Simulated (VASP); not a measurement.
Set up this calculation in VASP 6.6.1, as the native input.

```yaml
Task: single point
Functional: PBEsol
Potentials_or_basis: VASP PAW PBE potentials, release 64 (Si, C)
Cutoff: 520 eV
k_mesh: 10 × 10 × 10
Occupations: gaussian, width 0.05 eV
Spin: no spin polarisation
Dipole_correction: no
Further_INCAR_settings: ALGO = Normal; EDIFF = 1e-06; NBANDS = 11
```

The structure of SiC lies in POSCAR:

```
SiC
1.0
    0.0000000000      2.1783895848      2.1783895848
    2.1783895848      0.0000000000      2.1783895848
    2.1783895848      2.1783895848      0.0000000000
Si C
1 1
Direct
   -0.0011779326      0.0011779326      0.0011779326
    0.7527543283      0.7472456717      0.7472456717
```

This cell differs from its parent crystal: mode 4 frozen in at -0.012 Å and mode 5 at +0.000 Å (largest displacements).

The input as run:

INCAR

```
  ALGO = Normal
  EDIFF = 1E-6
  ENCUT = 520
  GGA = PS
  ISIF = 2
  ISMEAR = 0
  LASPH = True
  LCHARG = False
  LREAL = False
  LWAVE = False
  NBANDS = 11
  NELM = 80
  PREC = Accurate
  SIGMA = 0.05
```

KPOINTS

```
k-points
0
Gamma
  10 10 10
```

Potentials or basis: VASP PAW PBE potentials, release 64 (Si, C).

Command:

```console
$ cat potpaw_PBE.64/Si/POTCAR potpaw_PBE.64/C/POTCAR > POTCAR
$ mpirun -np 1 vasp_std > vasp.out
```

It gave:

```yaml
Pressure: 0.4 GPa
Largest_force: 0.329 eV/Å
Band_gap_on_the_k_mesh: 1.15 eV, indirect (least direct gap 4.40 eV)
```

Caveat: the cell differs from its parent crystal (mode 4 frozen in at -0.012 Å and mode 5 at +0.000 Å (largest displacements)); the PAW data sets were made with another functional, which shifts forces and pressure a little.

Run time: 69 s on 1 thread of AMD EPYC 7R43 64-Core Processor (Zen 3), with other jobs on the host, peak memory 0.12 GiB.
